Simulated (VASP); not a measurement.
# TiB2 in VASP: further runs

Runs on TiB2. Level: PBEsol. Tasks: electric field gradients.

Everything below comes from runs of VASP 6.6.1. Logs are shortened: lines on timing, memory, paths and dates and some standing lists are left out, and cuts for length are marked.

## Step 1: The cell of the first run

Symmetry: P6/mmm, No. 191, hexagonal system. Conventional cell: a = 3.090 Å, b = 3.090 Å, c = 3.228 Å, α = 90.00°, β = 90.00°, γ = 120.00°. Ti (site symmetry 6/mmm) has 12 B at 2.41 Å and 8 Ti at 3.09 to 3.23 Å within 3.3 Å. B (site symmetry -6m2) has 3 B at 1.78 Å and 6 Ti at 2.41 Å within 2.5 Å.

## Step 2: Electric field gradients, PBEsol (equal xx and yy strain of +2 %)

INCAR reads:

```
ALGO = Normal
EDIFF = 1E-8
ENCUT = 520
GGA = PS
ISIF = 2
ISMEAR = -1
LASPH = T
LCHARG = F
LEFG = T
LREAL = F
LWAVE = F
NBANDS = 16
NELM = 100
PREC = Accurate
SIGMA = 0.03
```

KPOINTS reads:

```
k-points
0
Gamma
  14 14 11
```

POSCAR reads:

```
TiB2
1.0
    3.0897821656      0.0000000000      0.0000000000
   -1.5448910828      2.6758298476      0.0000000000
    0.0000000000      0.0000000000      3.2284000000
Ti B
1 2
Direct
    0.0000000000      0.0000000000      0.0000000000
    0.3333333333      0.6666666667      0.5000000000
    0.6666666667      0.3333333333      0.5000000000
```

Potentials or basis: VASP PAW PBE potentials, release 64 (Ti_sv, B).

Run with:

```bash
$ cat potpaw_PBE.64/Ti_sv/POTCAR potpaw_PBE.64/B/POTCAR > POTCAR
$ mpirun -np 1 vasp_std > vasp.out
```

OUTCAR:

```text
EDIFF = 1E-8
   ENCUT = 520
   GGA = PS
   ISIF = 2
   ISMEAR = -1
   LASPH = T
   LREAL = F
   NELM = 100
   PREC = Accurate

 ion  position               nearest neighbor table
   1  0.000  0.000  0.000-   2 2.41   3 2.41   2 2.41   3 2.41   3 2.41   3 2.41   2 2.41   2 2.41
                             3 2.41   3 2.41   2 2.41   2 2.41
   2  0.333  0.667  0.500-   3 1.78   3 1.78   3 1.78   1 2.41   1 2.41   1 2.41   1 2.41   1 2.41
                             1 2.41
   3  0.667  0.333  0.500-   2 1.78   2 1.78   2 1.78   1 2.41   1 2.41   1 2.41   1 2.41   1 2.41
                             1 2.41

  LATTYP: Found a hexagonal cell.
 ALAT       =     3.0897821656
 C/A-ratio  =     1.0448633033

  Lattice vectors:

 A1 = (   3.0897821656,   0.0000000000,   0.0000000000)
 A2 = (  -1.5448910828,   2.6758298476,   0.0000000000)
 A3 = (   0.0000000000,   0.0000000000,   3.2284000000)

Analysis of symmetry for initial positions (statically):
=====================================================================
 Subroutine PRICEL returns:
 Original cell was already a primitive cell.

 Routine SETGRP: Setting up the symmetry group for a
 hexagonal supercell.

 Subroutine GETGRP returns: Found 24 space group operations
 (whereof 24 operations were pure point group operations)
 out of a pool of 24 trial point group operations.

The static configuration has the point symmetry D_6h.

Analysis of symmetry for dynamics (positions and initial velocities):
=====================================================================
 Subroutine PRICEL returns:
 Original cell was already a primitive cell.

 Routine SETGRP: Setting up the symmetry group for a
 hexagonal supercell.

 Subroutine GETGRP returns: Found 24 space group operations
 (whereof 24 operations were pure point group operations)
 out of a pool of 24 trial point group operations.

The dynamic configuration has the point symmetry D_6h.

 Subroutine INISYM returns: Found 24 space group operations
 (whereof 24 operations are pure point group operations),
 and found     1 'primitive' translations

----------------------------------------------------------------------------------------

                                     Primitive cell

  volume of cell :      26.6915

  direct lattice vectors                    reciprocal lattice vectors
     3.089782166  0.000000000  0.000000000     0.323647412  0.186857920  0.000000000
    -1.544891083  2.675829848  0.000000000     0.000000000  0.373715840  0.000000000
     0.000000000  0.000000000  3.228400000     0.000000000  0.000000000  0.309750960

  length of vectors
     3.089782166  3.089782166  3.228400000     0.373715840  0.373715840  0.309750960

  position of ions in fractional coordinates (direct lattice)
     0.000000000  0.000000000  0.000000000
     0.333333333  0.666666667  0.500000000
     0.666666667  0.333333333  0.500000000

  ion indices of the primitive-cell ions
   primitive index   ion index
                 1           1
                 2           2
                 3           3

----------------------------------------------------------------------------------------

 KPOINTS: k-points

Automatic generation of k-mesh.
 Grid dimensions read from file:
 generate k-points for:   14   14   11

 Generating k-lattice:

  Cartesian coordinates                     Fractional coordinates (reciprocal lattice)
     0.023117672  0.013346994  0.000000000     0.071428571  0.000000000  0.000000000
     0.000000000  0.026693989  0.000000000     0.000000000  0.071428571  0.000000000
[... 39 lines left out ...]
 [... further k-points ...]
   k-points           NKPTS =    144   k-points in BZ     NKDIM =    144   number of bands    NBANDS=     16
   number of dos      NEDOS =    301   number of ions     NIONS =      3
   total plane-waves  NPLWV =  13824
   dimension x,y,z NGX =    24 NGY =   24 NGZ =   24
   dimension x,y,z NGXF=    48 NGYF=   48 NGZF=   48
   ions per type =               1   2
   NGX,Y,Z   is equivalent  to a cutoff of  12.91, 12.91, 12.36 a.u.
   NGXF,Y,Z  is equivalent  to a cutoff of  25.83, 25.83, 24.72 a.u.
 SYSTEM =  unknown system
   PREC   = accura    normal or accurate (medium, high low for compatibility)
   ISTART =      0    job   : 0-new  1-cont  2-samecut
   ICHARG =      2    charge: 1-file 2-atom 10-const
   ISPIN  =      1    spin polarized calculation?
   LNONCOLLINEAR =      F non collinear calculations
   LSORBIT =      F    spin-orbit coupling
   LASPH  =      T    aspherical Exc in radial PAW
   ENCUT  =  520.0 eV  38.22 Ry    6.18 a.u.   5.74  5.74  6.00*2*pi/ulx,y,z
   NELM   =    100;   NELMIN=  2; NELMDL= -5     # of ELM steps
   EDIFF  = 0.1E-07   stopping-criterion for ELM
   LREAL  =      F    real-space projection
   EDIFFG = 0.1E-06   stopping-criterion for IOM
   NSW    =      0    number of steps for IOM
   IBRION =     -1    ionic relax: 0-MD 1-quasi-New 2-CG
   NFREE  =      0    steps in history (QN), initial steepest desc. (CG)
   ISIF   =      2    stress and relaxation
   ISYM   =      2    0-nonsym 1-usesym 2-fastsym
   POTIM  = 0.5000    time-step for ionic-motion
   TEBEG  =    0.0;   TEEND  =   0.0 temperature during run
   PSTRESS=    0.0 pullay stress
   NELECT =      18.0000    total number of electrons
   NUPDOWN=      -1.0000    fix difference up-down
   EMIN   =  10.00;   EMAX   =-10.00  energy-range for DOS
   EFERMI =   0.00;   METHOD = LEGACY
   ISMEAR =    -1;   SIGMA  =   0.03  broadening in eV -4-tet -1-fermi 0-gaus
   EFERMI_NEDOS =   21; number of points for ismear=-14 and -15
   IALGO  =     38    algorithm
   IMIX   =      4    mixing-type and parameters
     AMIX     =   0.40;   BMIX     =  1.00
     AMIX_MAG =   1.60;   BMIX_MAG =  1.00
  volume/ion in A,a.u.               =       8.90        60.04
  Fermi-wavevector in a.u.,A,eV,Ry     =   1.435625  2.712938 28.041879  2.061020
  Thomas-Fermi vector in A             =   2.554903
   LORBIT       =      0    0 simple, 1 ext, 2 COOP (PROOUT), +10 PAW based schemes
   GGA     = PS    functional components
   LHFCALC =     F    Hartree Fock is set to
   AEXX    =    0.0000 exact exchange contribution
   IVDW    =     0    specifies the selected vdW correction
   LEPSILON=     F    determine dielectric tensor
   LRPA    =     F    only Hartree local field effects (RPA)
 non-spin polarized calculation
  energy-cutoff  :      520.00
  volume of cell :       26.69
 maximum number of plane-waves:       736
 NGX is ok and might be reduce to    24
   NGX = 11   NGY = 11   NGZ = 13

 number of electron      18.0000000 magnetization

 Free energy of the ion-electron system (eV)
  ---------------------------------------------------
  ext. energy  EPLUGINS =         0.00000000
  ---------------------------------------------------
  free energy    TOTEN  =       -25.71653703 eV

  energy without entropy =      -25.71547184  energy(sigma->0) =      -25.71600444

 E-fermi :   9.4876     XC(G=0): -12.6862

 val. band max:        9.4626868920   @ k =   0.0714  -0.0000   0.3636
 cond. band min:       9.5208389711   @ k =   0.0714  -0.0000   0.2727
 fundamental gap:      0.0581520791
 Fermi energy:         9.4875735742

 k-point     1 :       0.0000    0.0000    0.0000
  band No.  band energies     occupation
      1     -47.2862      2.00000
      2     -23.7203      2.00000
      3     -23.4575      2.00000
      4     -23.4575      2.00000
      5      -3.7419      2.00000
      6       6.8489      2.00000
[... 433 lines left out ...]
      3     -23.6667      2.00000
      4     -23.6572      2.00000
      5       1.0137      2.00000
      6       1.2794      2.00000
[... 8 lines left out ...]
     15      18.9045      0.00000
     16      19.5255      0.00000

 [... further k-points ...]

------------------------ aborting loop because EDIFF is reached ----------------------------------------

  FORCE on cell =-STRESS in cart. coord.  units (eV):
  Direction    XX          YY          ZZ          XY          YZ          ZX
  --------------------------------------------------------------------------------------
  -------------------------------------------------------------------------------------
  Total       -2.8008459     -2.8008459     -1.6694013      0.0000000     -0.0000000      0.0000000
  in kB     -168.1226015   -168.1226015   -100.2069042      0.0000000     -0.0000000      0.0000000
  external PRESSURE =    -145.4840357 kB  Pullay stress =       0.0000000 kB

 VOLUME and BASIS-vectors are now :
 -----------------------------------------------------------------------------
  energy-cutoff  :      520.00
  volume of cell :       26.69
      direct lattice vectors                 reciprocal lattice vectors
     3.089782166  0.000000000  0.000000000     0.323647412  0.186857920  0.000000000
    -1.544891083  2.675829848  0.000000000     0.000000000  0.373715840  0.000000000
     0.000000000  0.000000000  3.228400000     0.000000000  0.000000000  0.309750960

 POSITION                                       TOTAL-FORCE (eV/Angst)
 -----------------------------------------------------------------------------------
      0.00000      0.00000      0.00000         0.000000      0.000000     -0.000000
     -0.00000      1.78389      1.61420        -0.000000      0.000000      0.000000
      1.54489      0.89194      1.61420         0.000000      0.000000     -0.000000
 -----------------------------------------------------------------------------------
    total drift:                               -0.000000      0.000000      0.000000

  FREE ENERGIE OF THE ION-ELECTRON SYSTEM (eV)
  ---------------------------------------------------
  free  energy   TOTEN  =       -25.7165370274 eV

  energy  without entropy=      -25.7154718428  energy(sigma->0) =      -25.71600444

 Electric field gradients (V/A^2)
---------------------------------------------------------------------
 ion       V_xx      V_yy      V_zz      V_xy      V_xz      V_yz
---------------------------------------------------------------------
   1      -7.585    -7.586    15.172    -0.001     0.000    -0.000
   2      -1.871    -1.871     3.741    -0.000     0.000     0.000
   3      -1.871    -1.871     3.741    -0.000     0.000     0.000
---------------------------------------------------------------------

 Electric field gradients after diagonalization (V/A^2)
 (convention: |V_zz| > |V_xx| > |V_yy|)
----------------------------------------------------------------------
 ion       V_xx      V_yy      V_zz     asymmetry (V_yy - V_xx)/ V_zz
----------------------------------------------------------------------
   1      -7.587    -7.585    15.172       0.000
   2      -1.871    -1.871     3.741       0.000
   3      -1.871    -1.871     3.741       0.000
----------------------------------------------------------------------

           NMR quadrupolar parameters

 Cq : quadrupolar parameter    Cq=e*Q*V_zz/h
 eta: asymmetry parameters     (V_yy - V_xx)/ V_zz
 Q  : nuclear electric quadrupole moment in mb (millibarn)
----------------------------------------------------------------------
 ion       Cq(MHz)       eta       Q (mb)
----------------------------------------------------------------------
   1       0.037       0.000       1.000
   2       0.009       0.000       1.000
   3       0.009       0.000       1.000
----------------------------------------------------------------------
```

Run time: 86 s. Hardware: 1 thread of Intel Xeon 8259CL, shared host; peak memory 0.19 GiB.

Results:

* Free energy: -25.7165 eV
* Pressure: -14.5 GPa
* Band gap on the k mesh: zero (bands 9 and 10 overlap by 0.64 eV)
* Largest electric field gradient by atom: Ti +15.2; B +3.7 V/Å²

Stress tensor (GPa, compression positive):
```
-16.81   0.00   0.00
  0.00 -16.81   0.00
  0.00   0.00 -10.02
```

Levels at points of the mesh, in eV from the Fermi level:
```
           k point  band 7  band 8  band 9  band 10  band 11  band 12
(0.00, 0.00, 0.00)   -2.64   -2.07   -2.01     1.79     1.79     3.61
(0.50, 0.00, 0.00)   -3.23   -2.97   -2.22     1.29     2.54     3.00
```

Electric field gradients, principal values (V/Å²):
```csv
atom,least,middle,greatest (by size)
1 Ti,-7.585,-7.587,15.172
2 B,-1.871,-1.871,3.741
3 B,-1.871,-1.871,3.741
```

Caveat: the cell differs from its parent crystal (equal xx and yy strain of +2 %); the cell stands under tension; without QUAD_EFG the Cq values of the log hold for a quadrupole moment of 1 mb, not for the nuclei; the PAW data sets were made with another functional, which shifts forces and pressure a little.

[end of part 1 of 2]
